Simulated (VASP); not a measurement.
# GaAs (F-43m) in VASP: notebook, part 2 of 3

VASP 6.6.1. The steps go on from the part before.

## (3) Vibrations by perturbation theory, LDA

This run uses another cell than the first one, of 16.94 Å³/atom.

INCAR

```
PREC = Accurate
ENCUT = 520
EDIFF = 1E-8
ISMEAR = 0
SIGMA = 0.01
LREAL = False
LASPH = True
NELM = 80
ALGO = Normal
ISIF = 2
LWAVE = False
LCHARG = False
GGA = CA
IBRION = 8
NSW = 1
LEPSILON = True
```

KPOINTS

```
Automatic mesh
0
Gamma
  12 12 12
```

POSCAR

```
GaAs
1.0
    0.0000000000      2.5684529687      2.5684529687
    2.5684529687      0.0000000000      2.5684529687
    2.5684529687      2.5684529687      0.0000000000
Ga As
1 1
Direct
    0.0000000000      0.0000000000      0.0000000000
    0.7500000000      0.7500000000      0.7500000000
```

Potentials or basis: VASP PAW LDA potentials, release 64 (Ga_d, As).

Command:

```
> cat potpaw_LDA.64/Ga_d/POTCAR potpaw_LDA.64/As/POTCAR > POTCAR
> mpirun -np 1 vasp_std > vasp.out
```

OUTCAR:

```text
PREC = Accurate
   ENCUT = 520
   EDIFF = 1E-8
   ISMEAR = 0
   LREAL = False
   LASPH = True
   NELM = 80
   ISIF = 2
   GGA = CA
   IBRION = 8
   NSW = 1
   LEPSILON = True

 ion  position               nearest neighbor table
   1  0.000  0.000  0.000-   2 2.22   2 2.22   2 2.22   2 2.22
   2  0.750  0.750  0.750-   1 2.22   1 2.22   1 2.22   1 2.22

  LATTYP: Found a face centered cubic cell.
 ALAT       =     5.1369059374

  Lattice vectors:

 A1 = (   0.0000000000,   2.5684529687,   2.5684529687)
 A2 = (   2.5684529687,   0.0000000000,   2.5684529687)
 A3 = (   2.5684529687,   2.5684529687,   0.0000000000)

Analysis of symmetry for initial positions (statically):
=====================================================================
 Subroutine PRICEL returns:
 Original cell was already a primitive cell.

 Routine SETGRP: Setting up the symmetry group for a
 face centered cubic supercell.

 Subroutine GETGRP returns: Found 24 space group operations
 (whereof 24 operations were pure point group operations)
 out of a pool of 48 trial point group operations.

The static configuration has the point symmetry T_d .

Analysis of symmetry for dynamics (positions and initial velocities):
=====================================================================
 Subroutine PRICEL returns:
 Original cell was already a primitive cell.

 Routine SETGRP: Setting up the symmetry group for a
 face centered cubic supercell.

 Subroutine GETGRP returns: Found 24 space group operations
 (whereof 24 operations were pure point group operations)
 out of a pool of 48 trial point group operations.

The dynamic configuration has the point symmetry T_d .

 Subroutine INISYM returns: Found 24 space group operations
 (whereof 24 operations are pure point group operations),
 and found     1 'primitive' translations

----------------------------------------------------------------------------------------

                                     Primitive cell

  volume of cell :      33.8879

  direct lattice vectors                    reciprocal lattice vectors
     0.000000000  2.568452969  2.568452969    -0.194669712  0.194669712  0.194669712
     2.568452969  0.000000000  2.568452969     0.194669712 -0.194669712  0.194669712
     2.568452969  2.568452969  0.000000000     0.194669712  0.194669712 -0.194669712

  length of vectors
     3.632341023  3.632341023  3.632341023     0.337177832  0.337177832  0.337177832

  position of ions in fractional coordinates (direct lattice)
     0.000000000  0.000000000  0.000000000
     0.750000000  0.750000000  0.750000000

  ion indices of the primitive-cell ions
   primitive index   ion index
                 1           1
[... 570 lines left out ...]
    -0.00041  0.61899  0.00000
     0.61899 -0.00041  0.00000
     0.00000  0.00000 -0.00033

--------------------------------------- Ionic step        4  -------------------------------------------

------------------------ aborting loop because EDIFF is reached ----------------------------------------

[... ionic steps 5 to 6 ...]

--------------------------------------- Ionic step        7  -------------------------------------------

 Free energy of the ion-electron system (eV)
  ---------------------------------------------------
  ---------------------------------------------------
  free energy    TOTEN  =        -0.04467346 eV

  energy without entropy =       -0.04467346

------------------------ aborting loop because EDIFF is reached ----------------------------------------

 INTERNAL STRAIN TENSOR  FOR ION    2  DIRECTION 1   (eV/Angst):
 -----------------------------------------------------------------------------
    -0.01123  0.00000  0.00000
     0.00000  0.00482 21.41593
     0.00000 21.41593  0.00482

 MACROSCOPIC STATIC DIELECTRIC TENSOR (including local field effects in DFT)
 ------------------------------------------------------
          10.857360     0.000000     0.000000
           0.000000    10.857360    -0.000000
           0.000000    -0.000000    10.857360
 ------------------------------------------------------

 PIEZOELECTRIC TENSOR (including local field effects)  for field in x, y, z        (e  Angst)
          XX          YY          ZZ          XY          YZ          ZX
  --------------------------------------------------------------------------------
  x    -0.00000    -0.00000    -0.00000     0.00000     1.31485     0.00000
  y     0.00000     0.00000     0.00000     0.00000     0.00000     1.31485
  z    -0.00000    -0.00000    -0.00000     1.31485     0.00000     0.00000

 PIEZOELECTRIC TENSOR (including local field effects)  for field in x, y, z        (C/m^2)
          XX          YY          ZZ          XY          YZ          ZX
  --------------------------------------------------------------------------------
  x    -0.00000    -0.00000    -0.00000     0.00000     0.62164     0.00000
  y     0.00000     0.00000     0.00000     0.00000     0.00000     0.62164
  z    -0.00000    -0.00000    -0.00000     0.62164     0.00000     0.00000

 BORN EFFECTIVE CHARGES (including local field effects) (in |e|, cummulative output)
 ---------------------------------------------------------------------------------
 ion    1
    1     1.60492     0.00000    -0.00000
    2     0.00000     1.60492     0.00000
    3    -0.00000     0.00000     1.60492
 ion    2
    1    -1.60492     0.00000     0.00000
    2     0.00000    -1.60492    -0.00000
    3     0.00000     0.00000    -1.60492

 INTERNAL STRAIN TENSOR FOR ION    2 for displacements in x,y,z  (eV/Angst):
          X           Y           Z          XY          YZ          ZX
  --------------------------------------------------------------------------------
  x    -0.00000     0.00000     0.00000     0.00000    21.41593     0.00000
  y     0.00000     0.00000     0.00000     0.00000     0.00000    21.41593
  z     0.00000     0.00000    -0.00000    21.41593     0.00000     0.00000

 SECOND DERIVATIVES (NOT SYMMETRIZED)
 ------------------------------------
               1X          1Y          1Z          2X          2Y          2Z
  1X   -18.021848    0.000000    0.000000   18.021848    0.000000    0.000000
  1Y     0.000000  -18.021848    0.000000    0.000000   18.021848    0.000000
  1Z     0.000000    0.000000  -18.021848    0.000000    0.000000   18.021848
  2X    17.995185    0.000000    0.000000  -17.995185    0.000000    0.000000
  2Y     0.000000   17.995185    0.000000    0.000000  -17.995185    0.000000
  2Z     0.000000    0.000000   17.995185    0.000000    0.000000  -17.995185

 Eigenvectors and eigenvalues of the dynamical matrix
 ----------------------------------------------------

   1 f  =   11.039630 THz    69.364038 2PiTHz  368.242406 cm-1    45.656219 meV
             X         Y         Z           dx          dy          dz
      0.000000  0.000000  0.000000     0.000000    0.719959    0.000000
      3.852679  3.852679  3.852679     0.000000   -0.694016    0.000000
[... 21 lines left out ...]
   6 f/i=    0.004084 THz     0.025658 2PiTHz    0.136214 cm-1     0.016888 meV
             X         Y         Z           dx          dy          dz
      0.000000  0.000000  0.000000     0.000000    0.000000   -0.694016
      3.852679  3.852679  3.852679     0.000000    0.000000   -0.719959

--------------------------------------------------------------------------------------------------------

 MACROSCOPIC STATIC DIELECTRIC TENSOR IONIC CONTRIBUTION
 ------------------------------------------------------
           0.763751    -0.000000    -0.000000
          -0.000000     0.763751     0.000000
          -0.000000     0.000000     0.763751
 ------------------------------------------------------

 ELASTIC MODULI CONTR FROM IONIC RELAXATION (kBar)
 Direction    XX          YY          ZZ          XY          YZ          ZX
 --------------------------------------------------------------------------------
 XX          -0.0000      0.0000      0.0000     -0.0000      0.0000     -0.0000
 YY           0.0000     -0.0000     -0.0000     -0.0000     -0.0000     -0.0000
 ZZ           0.0000     -0.0000     -0.0000      0.0000     -0.0000     -0.0000
 XY          -0.0000     -0.0000      0.0000  -1198.3692      0.0000      0.0000
 YZ           0.0000     -0.0000     -0.0000      0.0000  -1198.3692      0.0000
 ZX          -0.0000     -0.0000     -0.0000      0.0000      0.0000  -1198.3692
 --------------------------------------------------------------------------------

 PIEZOELECTRIC TENSOR IONIC CONTR  for field in x, y, z        (C/m^2)
          XX          YY          ZZ          XY          YZ          ZX
  --------------------------------------------------------------------------------
  x     0.00000    -0.00000    -0.00000     0.00000    -0.90021     0.00000
  y    -0.00000    -0.00000    -0.00000    -0.00000     0.00000    -0.90021
  z    -0.00000    -0.00000     0.00000    -0.90021     0.00000     0.00000
```

OSZICAR:

```text
N       E                     dE             d eps       ncg     rms          rms(c)
DAV:   1     0.785755303670E+02    0.78576E+02   -0.95034E+03  1951   0.213E+03
DAV:   2    -0.347877737116E+01   -0.82054E+02   -0.78862E+02  2037   0.328E+02
DAV:   3    -0.902244238746E+01   -0.55437E+01   -0.54997E+01  2377   0.734E+01
DAV:   4    -0.910047816347E+01   -0.78036E-01   -0.78010E-01  2119   0.933E+00
[... 192 lines left out ...]
RMM:   7    -0.446750885796E-01   -0.19127E-05    0.36256E-07 13952   0.291E-03    0.547E-04
RMM:   8    -0.446735731892E-01    0.15154E-05    0.19848E-07 13997   0.973E-04    0.474E-05
RMM:   9    -0.446735919932E-01   -0.18804E-07    0.31347E-08 14421   0.311E-04    0.275E-05
RMM:  10    -0.446734578758E-01    0.13412E-06    0.14825E-08 14261   0.109E-04    0.431E-06
RMM:  11    -0.446734618444E-01   -0.39686E-08    0.34590E-09 14330   0.391E-05    0.805E-07
 Linear response finished
```

stdout:

```text
POSCAR found type information on POSCAR GaAs
 POSCAR found :  2 types and       2 ions
 scaLAPACK will be used
 LDA part: xc-table for (Slater(with rela. corr.)+CA(PZ))
 , standard interpolation
 POSCAR, INCAR and KPOINTS ok, starting setup
 FFT: planning ... GRIDC
 FFT: planning ... GRID_SOFT
 FFT: planning ... GRID
 WAVECAR not read
 entering main loop
[... 23 lines left out ...]
  Direction:   3
 dielectric tensor                  component  3 :     2.105     2.585    10.857
 Linear response DOF=           2
 Linear response progress:
 first order change of Fermi-energy   0.48224E-04
 force on displaced ion       1 direction 1 : -18.022   0.000   0.000
 Born effective charge ion    1 direction 1 :   1.594   0.000   0.000
 Linear response progress:
 first order change of Fermi-energy   0.49208E-04
 force on displaced ion       2 direction 1 : -17.995   0.000   0.000
 Born effective charge ion    2 direction 1 :  -1.612   0.000   0.000
 Born effective charges drift removed
 Linear response finished
```

Run time: 16 min. Hardware: 1 thread of Intel Xeon Platinum 8259CL at 2.50GHz (Skylake/Cascade Lake), shared host; peak memory 0.41 GiB.

Results:

* Electronic dielectric tensor (diagonal): 10.86
* Born charges (mean of the diagonal): Ga +1.60; As -1.60 e
* Highest phonon frequency at Γ, LO-TO splitting left out: 368 cm⁻¹

Phonon frequencies in cm⁻¹ (negative: imaginary):
```
              q point        frequencies
(0.000, 0.000, 0.000)  0 0 0 368 368 368
```

Electronic dielectric tensor:
```
10.86  0.00  0.00
 0.00 10.86  0.00
 0.00  0.00 10.86
```

Born effective charge tensors (e):
atom 1, Ga
```
1.60 0.00 0.00
0.00 1.60 0.00
0.00 0.00 1.60
```
atom 2, As
```
-1.60  0.00  0.00
 0.00 -1.60  0.00
 0.00  0.00 -1.60
```

Caveat: the cell stands under pressure or tension, which shifts response properties.

## (4) Vibrations by perturbation theory, LDA

This run uses another cell than the first one, of 18.63 Å³/atom.

INCAR

```
SYSTEM = GaAs
ALGO     = Normal         ! electronic algorithm
EDIFF    = 1E-8           ! SCF threshold, eV
ENCUT    = 520            ! plane-wave cutoff, eV
IBRION   = 8              ! ionic algorithm
ISIF     = 2              ! what is computed and relaxed
ISMEAR   = 0              ! smearing method
LASPH    = .True.         ! aspherical terms in the spheres
LCHARG   = .False.        ! write CHGCAR
LEPSILON = .True.         ! dielectric tensor by DFPT
LREAL    = .False.        ! projectors in reciprocal space
LWAVE    = .False.        ! write WAVECAR
NBANDS   = 16             ! bands
NELM     = 60             ! most SCF steps
NSW      = 1              ! ionic steps
PREC     = Accurate       ! precision mode
SIGMA    = 0.01           ! smearing width, eV
```

KPOINTS

```
k-points
0
Gamma
  12 12 12
  0 0 0
```

POSCAR

```
GaAs
1.0
    0.0000000000      2.6510465937      2.6510465937
    2.6510465937      0.0000000000      2.6510465937
    2.6510465937      2.6510465937      0.0000000000
Ga As
1 1
Direct
    0.0000000000      0.0000000000      0.0000000000
    0.7500000000      0.7500000000      0.7500000000
```

Potentials or basis: VASP PAW LDA potentials, release 64 (Ga_d, As).

Command:

```
> cat potpaw_LDA.64/Ga_d/POTCAR potpaw_LDA.64/As/POTCAR > POTCAR
> mpirun -np 1 vasp_std > vasp.out
```

OUTCAR:

```text
SYSTEM = GaAs
   EDIFF = 1E-8
   ENCUT = 520
   IBRION = 8
   ISIF = 2
   ISMEAR = 0
   LASPH = .True.
   LEPSILON = .True.
   LREAL = .False.
   NELM = 60
   NSW = 1
   PREC = Accurate

 ion  position               nearest neighbor table
   1  0.000  0.000  0.000-   2 2.30   2 2.30   2 2.30   2 2.30
   2  0.750  0.750  0.750-   1 2.30   1 2.30   1 2.30   1 2.30

  LATTYP: Found a face centered cubic cell.
[... 784 lines left out ...]
      0.000000  0.000000  0.000000    -0.719065   -0.000000   -0.000000
      3.976570  3.976570  3.976570     0.694943    0.000000   -0.000000
[... 21 lines left out ...]
   6 f/i=    0.009061 THz     0.056934 2PiTHz    0.302252 cm-1     0.037474 meV
             X         Y         Z           dx          dy          dz
      0.000000  0.000000  0.000000    -0.058877    0.282758    0.632082
      3.976570  3.976570  3.976570    -0.060920    0.292573    0.654021

--------------------------------------------------------------------------------------------------------

 MACROSCOPIC STATIC DIELECTRIC TENSOR IONIC CONTRIBUTION
 ------------------------------------------------------
           1.046907     0.000000     0.000000
           0.000000     1.046907     0.000000
           0.000000     0.000000     1.046907
 ------------------------------------------------------

 ELASTIC MODULI CONTR FROM IONIC RELAXATION (kBar)
 Direction    XX          YY          ZZ          XY          YZ          ZX
 --------------------------------------------------------------------------------
 XX          -0.0000      0.0000      0.0000     -0.0000      0.0000      0.0000
 YY           0.0000     -0.0000     -0.0000     -0.0000     -0.0000     -0.0000
 ZZ           0.0000     -0.0000     -0.0000      0.0000     -0.0000      0.0000
 XY          -0.0000     -0.0000      0.0000   -698.4981      0.0000      0.0000
 YZ           0.0000     -0.0000     -0.0000      0.0000   -698.4981      0.0000
 ZX           0.0000     -0.0000      0.0000      0.0000      0.0000   -698.4981
 --------------------------------------------------------------------------------

 PIEZOELECTRIC TENSOR IONIC CONTR  for field in x, y, z        (C/m^2)
          XX          YY          ZZ          XY          YZ          ZX
  --------------------------------------------------------------------------------
  x     0.00000    -0.00000    -0.00000    -0.00000    -0.80465    -0.00000
  y     0.00000    -0.00000     0.00000     0.00000     0.00000    -0.80465
  z    -0.00000    -0.00000     0.00000    -0.80465    -0.00000    -0.00000
```

stdout:

```text
POSCAR found type information on POSCAR GaAs
 POSCAR found :  2 types and       2 ions
 scaLAPACK will be used
 LDA part: xc-table for (Slater(with rela. corr.)+CA(PZ))
 , standard interpolation
 POSCAR, INCAR and KPOINTS ok, starting setup
 FFT: planning ... GRIDC
 FFT: planning ... GRID_SOFT
 FFT: planning ... GRID
 WAVECAR not read
 entering main loop
[... 23 lines left out ...]
  Direction:   3
 dielectric tensor                  component  3 :     2.319     2.664    11.467
 Linear response DOF=           2
 Linear response progress:
 first order change of Fermi-energy   0.71416E-04
 force on displaced ion       1 direction 1 : -14.370  -0.000  -0.000
 Born effective charge ion    1 direction 1 :   1.747   0.000   0.000
 Linear response progress:
 first order change of Fermi-energy   0.78978E-05
 force on displaced ion       2 direction 1 : -14.422  -0.000  -0.000
 Born effective charge ion    2 direction 1 :  -1.771   0.000   0.000
 Born effective charges drift removed
 Linear response finished
```

Wall time 20 min (1 thread of Intel Xeon Platinum 8259CL at 2.50GHz (Skylake/Cascade Lake), shared host); peak memory 0.48 GiB.

What came out:

```
Electronic dielectric tensor (diagonal)                 : 11.47
Born charges (mean of the diagonal)                     : Ga +1.76; As -1.76 e
Highest phonon frequency at Γ, LO-TO splitting left out : 329 cm⁻¹
```

Phonon frequencies in cm⁻¹ (negative: imaginary):
```
              q point        frequencies
(0.000, 0.000, 0.000)  0 0 0 329 329 329
```

Electronic dielectric tensor:
```
11.47  0.00  0.00
 0.00 11.47  0.00
 0.00  0.00 11.47
```

Born effective charge tensors (e):
atom 1, Ga
```
1.76 0.00 0.00
0.00 1.76 0.00
0.00 0.00 1.76
```
atom 2, As
```
-1.76  0.00  0.00
 0.00 -1.76  0.00
 0.00  0.00 -1.76
```

Caveat: the cell stands under pressure or tension, which shifts response properties.

(Continued in part 3 of 3.)
